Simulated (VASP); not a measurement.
# Nb2O7 (Fd-3m) in VASP: single point with PBE

Aim: the single point of Nb2O7 with PBE.

All numbers are computed with VASP 6.6.1; they aren't measurements. Logs are shortened: lines on timing, memory, paths and dates and some standing lists are left out, and cuts for length are marked.

## 1. The cell of the first run

It takes space group Fd-3m (No. 227, cubic). Conventional cell: a = 10.569 Å, b = 10.569 Å, c = 10.569 Å, α = 90.00°, β = 90.00°, γ = 90.00°. Nb (site symmetry -3m) has 6 O at 1.97 Å within 2.6 Å. Within 2.6 Å of O (site symmetry 2mm) lie 2 Nb at 1.97 Å. O (site symmetry -43m) has 18 O at 3.33 to 3.80 Å and 12 Nb at 4.38 Å within 4.4 Å.

## 2. Single point, PBE

Contents of INCAR:

```
PREC = Accurate
ENCUT = 520
EDIFF = 1E-6
ISMEAR = -1
SIGMA = 0.05
LREAL = Auto
LASPH = True
NELM = 60
ALGO = Normal
ISIF = 2
LWAVE = False
LCHARG = True
GGA = PE
LELF = True
LVHAR = True
NBANDS = 83
```

Contents of KPOINTS:

```
Automatic mesh
0
Gamma
  6 6 6
```

Contents of POSCAR:

```
Nb2O7
1.0
    0.0000000000      5.2845000000      5.2845000000
    5.2845000000      0.0000000000      5.2845000000
    5.2845000000      5.2845000000      0.0000000000
Nb O
4 14
Direct
    0.1250000000      0.1250000000      0.1250000000
    0.6250000000      0.1250000000      0.1250000000
    0.1250000000      0.1250000000      0.6250000000
    0.1250000000      0.6250000000      0.1250000000
    0.4347402895      0.0652597105      0.0652597105
    0.8152597105      0.1847402895      0.8152597105
    0.0652597105      0.4347402895      0.4347402895
    0.1847402895      0.8152597105      0.1847402895
    0.0652597105      0.4347402895      0.0652597105
    0.8152597105      0.8152597105      0.1847402895
    0.4347402895      0.0652597105      0.4347402895
    0.1847402895      0.1847402895      0.8152597105
    0.8152597105      0.1847402895      0.1847402895
    0.0652597105      0.0652597105      0.4347402895
    0.1847402895      0.8152597105      0.8152597105
    0.4347402895      0.4347402895      0.0652597105
    0.7500000000      0.7500000000      0.7500000000
    0.5000000000      0.5000000000      0.5000000000
```

Potentials or basis: VASP PAW PBE potentials, release 64 (Nb_sv, O).

Launch:

```console
> cat potpaw_PBE.64/Nb_sv/POTCAR potpaw_PBE.64/O/POTCAR > POTCAR
> mpirun -np 1 vasp_std > vasp.out
```

OUTCAR:

```text
PREC = Accurate
   ENCUT = 520
   EDIFF = 1E-6
   ISMEAR = -1
   LREAL = Auto
   LASPH = True
   NELM = 60
   ISIF = 2
   GGA = PE

 ion  position               nearest neighbor table
   1  0.125  0.125  0.125-   5 1.97   8 1.97   9 1.97  12 1.97  13 1.97  14 1.97
   2  0.625  0.125  0.125-   5 1.97  13 1.97  10 1.97  11 1.97   6 1.97  16 1.97
   3  0.125  0.125  0.625-  12 1.97  14 1.97  11 1.97   6 1.97   7 1.97  15 1.97
   4  0.125  0.625  0.125-   8 1.97   9 1.97   7 1.97  10 1.97  15 1.97  16 1.97
   5  0.435  0.065  0.065-   2 1.97   1 1.97
   6  0.815  0.185  0.815-   2 1.97   3 1.97
   7  0.065  0.435  0.435-   3 1.97   4 1.97
   8  0.185  0.815  0.185-   4 1.97   1 1.97
   9  0.065  0.435  0.065-   4 1.97   1 1.97
  10  0.815  0.815  0.185-   2 1.97   4 1.97
  11  0.435  0.065  0.435-   2 1.97   3 1.97
  12  0.185  0.185  0.815-   3 1.97   1 1.97
  13  0.815  0.185  0.185-   2 1.97   1 1.97
  14  0.065  0.065  0.435-   3 1.97   1 1.97
  15  0.185  0.815  0.815-   3 1.97   4 1.97
  16  0.435  0.435  0.065-   2 1.97   4 1.97
  17  0.750  0.750  0.750-
  18  0.500  0.500  0.500-

  LATTYP: Found a face centered cubic cell.
 ALAT       =    10.5690000000

  Lattice vectors:

 A1 = (   0.0000000000,   5.2845000000,   5.2845000000)
 A2 = (   5.2845000000,   0.0000000000,   5.2845000000)
 A3 = (   5.2845000000,   5.2845000000,   0.0000000000)

Analysis of symmetry for initial positions (statically):
=====================================================================
 Subroutine PRICEL returns:
 Original cell was already a primitive cell.

 Routine SETGRP: Setting up the symmetry group for a
 face centered cubic supercell.

 Subroutine GETGRP returns: Found 48 space group operations
 (whereof 24 operations were pure point group operations)
 out of a pool of 48 trial point group operations.

The static configuration has the point symmetry T_d .
 The point group associated with its full space group is O_h .

Analysis of symmetry for dynamics (positions and initial velocities):
=====================================================================
 Subroutine PRICEL returns:
 Original cell was already a primitive cell.

 Routine SETGRP: Setting up the symmetry group for a
 face centered cubic supercell.

 Subroutine GETGRP returns: Found 48 space group operations
 (whereof 24 operations were pure point group operations)
 out of a pool of 48 trial point group operations.

The dynamic configuration has the point symmetry T_d .
 The point group associated with its full space group is O_h .

 Subroutine INISYM returns: Found 48 space group operations
 (whereof 24 operations are pure point group operations),
 and found     1 'primitive' translations

----------------------------------------------------------------------------------------

                                     Primitive cell

  volume of cell :     295.1493

  direct lattice vectors                    reciprocal lattice vectors
     0.000000000  5.284500000  5.284500000    -0.094616331  0.094616331  0.094616331
     5.284500000  0.000000000  5.284500000     0.094616331 -0.094616331  0.094616331
     5.284500000  5.284500000  0.000000000     0.094616331  0.094616331 -0.094616331

  length of vectors
     7.473411570  7.473411570  7.473411570     0.163880292  0.163880292  0.163880292

  position of ions in fractional coordinates (direct lattice)
     0.125000000  0.125000000  0.125000000
     0.625000000  0.125000000  0.125000000
     0.125000000  0.125000000  0.625000000
     0.125000000  0.625000000  0.125000000
     0.434740289  0.065259711  0.065259711
     0.815259711  0.184740289  0.815259711
[... 10 lines left out ...]
     0.750000000  0.750000000  0.750000000
     0.500000000  0.500000000  0.500000000

  ion indices of the primitive-cell ions
   primitive index   ion index
                 1           1
                 2           2
                 3           3
                 4           4
                 5           5
                 6           6
[... 10 lines left out ...]
                17          17
                18          18

----------------------------------------------------------------------------------------

 KPOINTS: Automatic mesh

Automatic generation of k-mesh.
 Grid dimensions read from file:
 generate k-points for:    6    6    6

 Generating k-lattice:

  Cartesian coordinates                     Fractional coordinates (reciprocal lattice)
    -0.015769388  0.015769388  0.015769388     0.166666667  0.000000000  0.000000000
     0.015769388 -0.015769388  0.015769388     0.000000000  0.166666667  0.000000000
     0.015769388  0.015769388 -0.015769388     0.000000000  0.000000000  0.166666667

  Length of vectors
     0.027313382  0.027313382  0.027313382

  Shift w.r.t. Gamma in fractional coordinates (k-lattice)
     0.000000000  0.000000000  0.000000000

 Subroutine IBZKPT returns following result:
 ===========================================

 Found     16 irreducible k-points:

 Following reciprocal coordinates:
            Coordinates               Weight
  0.000000  0.000000  0.000000      1.000000
  0.166667  0.000000  0.000000      8.000000
  0.333333  0.000000  0.000000      8.000000
  0.500000  0.000000  0.000000      4.000000
  0.166667  0.166667  0.000000      6.000000
  0.333333  0.166667  0.000000     24.000000
[... 8 lines left out ...]
 -0.333333  0.333333  0.166667     24.000000
 -0.333333  0.500000  0.166667     12.000000
   k-points           NKPTS =     16   k-points in BZ     NKDIM =     16   number of bands    NBANDS=     83
   number of dos      NEDOS =    301   number of ions     NIONS =     18
   total plane-waves  NPLWV = 175616
   dimension x,y,z NGX =    56 NGY =   56 NGZ =   56
   dimension x,y,z NGXF=   112 NGYF=  112 NGZF=  112
   ions per type =               4  14
   NGX,Y,Z   is equivalent  to a cutoff of  12.46, 12.46, 12.46 a.u.
   NGXF,Y,Z  is equivalent  to a cutoff of  24.91, 24.91, 24.91 a.u.
 SYSTEM =  unknown system
   PREC   = accura    normal or accurate (medium, high low for compatibility)
   ISTART =      0    job   : 0-new  1-cont  2-samecut
   ICHARG =      2    charge: 1-file 2-atom 10-const
   ISPIN  =      1    spin polarized calculation?
   LNONCOLLINEAR =      F non collinear calculations
   LSORBIT =      F    spin-orbit coupling
   LASPH  =      T    aspherical Exc in radial PAW
   ENCUT  =  520.0 eV  38.22 Ry    6.18 a.u.  13.90 13.90 13.90*2*pi/ulx,y,z
   NELM   =     60;   NELMIN=  2; NELMDL= -5     # of ELM steps
   EDIFF  = 0.1E-05   stopping-criterion for ELM
   LREAL  =      T    real-space projection
   EDIFFG = 0.1E-04   stopping-criterion for IOM
   NSW    =      0    number of steps for IOM
   IBRION =     -1    ionic relax: 0-MD 1-quasi-New 2-CG
   NFREE  =      0    steps in history (QN), initial steepest desc. (CG)
   ISIF   =      2    stress and relaxation
   ISYM   =      2    0-nonsym 1-usesym 2-fastsym
   POTIM  = 0.5000    time-step for ionic-motion
   TEBEG  =    0.0;   TEEND  =   0.0 temperature during run
   PSTRESS=    0.0 pullay stress
   NELECT =     136.0000    total number of electrons
   NUPDOWN=      -1.0000    fix difference up-down
   EMIN   =  10.00;   EMAX   =-10.00  energy-range for DOS
   EFERMI =   0.00;   METHOD = LEGACY
   ISMEAR =    -1;   SIGMA  =   0.05  broadening in eV -4-tet -1-fermi 0-gaus
   EFERMI_NEDOS =   21; number of points for ismear=-14 and -15
   IALGO  =     38    algorithm
   IMIX   =      4    mixing-type and parameters
     AMIX     =   0.40;   BMIX     =  1.00
     AMIX_MAG =   1.60;   BMIX_MAG =  1.00
  volume/ion in A,a.u.               =      16.40       110.65
  Fermi-wavevector in a.u.,A,eV,Ry     =   1.264466  2.389495 21.754013  1.598875
  Thomas-Fermi vector in A             =   2.397770
   LORBIT       =      0    0 simple, 1 ext, 2 COOP (PROOUT), +10 PAW based schemes
   GGA     = PE    functional components
   LHFCALC =     F    Hartree Fock is set to
   AEXX    =    0.0000 exact exchange contribution
   IVDW    =     0    specifies the selected vdW correction
   LEPSILON=     F    determine dielectric tensor
   LRPA    =     F    only Hartree local field effects (RPA)
 non-spin polarized calculation
  energy-cutoff  :      520.00
  volume of cell :      295.15
 maximum number of plane-waves:      7996
   NGX = 27   NGY = 27   NGZ = 27

 number of electron     135.9999996 magnetization

 Free energy of the ion-electron system (eV)
  ---------------------------------------------------
  ext. energy  EPLUGINS =         0.00000000
  ---------------------------------------------------
  free energy    TOTEN  =      -133.18841340 eV

  energy without entropy =     -132.71425950  energy(sigma->0) =     -132.95133645

 E-fermi :  -0.6734     XC(G=0):  -8.6817

 val. band max:       -0.6738860172   @ k =   0.3333   0.0000   0.0000
 cond. band min:      -0.6729954578   @ k =   0.1667   0.0000   0.0000
 fundamental gap:      0.0008905594
 Fermi energy:        -0.6733797267

 k-point     1 :       0.0000    0.0000    0.0000
  band No.  band energies     occupation
      1     -54.8289      2.00000
      2     -54.8169      2.00000
      3     -54.8169      2.00000
      4     -54.8169      2.00000
      5     -31.1991      2.00000
      6     -31.1025      2.00000
[... 72 lines left out ...]
     79       3.5301      0.00000
     80       3.5301      0.00000

 k-point     2 :       0.1667    0.0000    0.0000
  band No.  band energies     occupation
      1     -54.8283      2.00000
      2     -54.8175      2.00000
      3     -54.8169      2.00000
      4     -54.8169      2.00000
      5     -31.1887      2.00000
      6     -31.0963      2.00000
[... 72 lines left out ...]
     79       3.5916      0.00000
     80       3.5916      0.00000
[... 1077 lines left out ...]
     79       4.0783      0.00000
     80       4.3997      0.00000

 k-point    16 :      -0.3333    0.5000    0.1667
  band No.  band energies     occupation
      1     -54.8229      2.00000
      2     -54.8229      2.00000
      3     -54.8169      2.00000
      4     -54.8169      2.00000
      5     -31.1122      2.00000
      6     -31.1122      2.00000
[... 72 lines left out ...]
     79       4.0760      0.00000
     80       4.0760      0.00000
 [bands above 80 left out]

------------------------ aborting loop because EDIFF is reached ----------------------------------------

  FORCE on cell =-STRESS in cart. coord.  units (eV):
  Direction    XX          YY          ZZ          XY          YZ          ZX
  --------------------------------------------------------------------------------------
  -------------------------------------------------------------------------------------
  Total        2.6909168      2.6909168      2.6909168     -0.0000000      0.0000000      0.0000000
  in kB       14.6072732     14.6072732     14.6072732     -0.0000000      0.0000000      0.0000000
  external PRESSURE =      14.6072732 kB  Pullay stress =       0.0000000 kB

 VOLUME and BASIS-vectors are now :
 -----------------------------------------------------------------------------
  energy-cutoff  :      520.00
  volume of cell :      295.15
      direct lattice vectors                 reciprocal lattice vectors
     0.000000000  5.284500000  5.284500000    -0.094616331  0.094616331  0.094616331
     5.284500000  0.000000000  5.284500000     0.094616331 -0.094616331  0.094616331
     5.284500000  5.284500000  0.000000000     0.094616331  0.094616331 -0.094616331

 POSITION                                       TOTAL-FORCE (eV/Angst)
 -----------------------------------------------------------------------------------
      1.32113      1.32113      1.32113        -0.000000      0.000000      0.000000
      1.32113      3.96338      3.96338        -0.000000      0.000000      0.000000
      3.96338      3.96338      1.32113        -0.000000      0.000000      0.000000
      3.96338      1.32113      3.96338        -0.000000      0.000000      0.000000
      0.68973      2.64225      2.64225         0.017006      0.000000     -0.000000
      5.28450      8.61648      5.28450        -0.000000      0.017006      0.000000
[... 10 lines left out ...]
      7.92675      7.92675      7.92675        -0.000000      0.000000      0.000000
      5.28450      5.28450      5.28450        -0.000000      0.000000      0.000000
 -----------------------------------------------------------------------------------
    total drift:                               -0.000000     -0.000000     -0.000000

  FREE ENERGIE OF THE ION-ELECTRON SYSTEM (eV)
  ---------------------------------------------------
  free  energy   TOTEN  =      -133.1884134007 eV

  energy  without entropy=     -132.7142595029  energy(sigma->0) =     -132.95133645
```

Run time: 47 min. Hardware: 1 thread of AMD EPYC 7R43 (Zen 3), shared host; peak memory 0.49 GiB.

Results:

* Free energy: -133.1884 eV
* Pressure: 1.5 GPa
* Largest force: 0.017 eV/Å
* Band gap on the k mesh: zero (bands 68 and 69 overlap by 0.14 eV)

Forces in eV/Å, atoms in the order of the input:
```
Nb   0.000  0.000  0.000
Nb   0.000  0.000  0.000
Nb   0.000  0.000  0.000
Nb   0.000  0.000  0.000
O    0.017  0.000  0.000
O    0.000  0.017  0.000
O   -0.017  0.000  0.000
O    0.000 -0.017  0.000
O    0.000  0.017  0.000
O    0.000  0.000  0.017
O    0.000 -0.017  0.000
O    0.000  0.000 -0.017
O   -0.017  0.000  0.000
O    0.000  0.000  0.017
O    0.017  0.000  0.000
O    0.000  0.000 -0.017
O    0.000  0.000  0.000
O    0.000  0.000  0.000
```
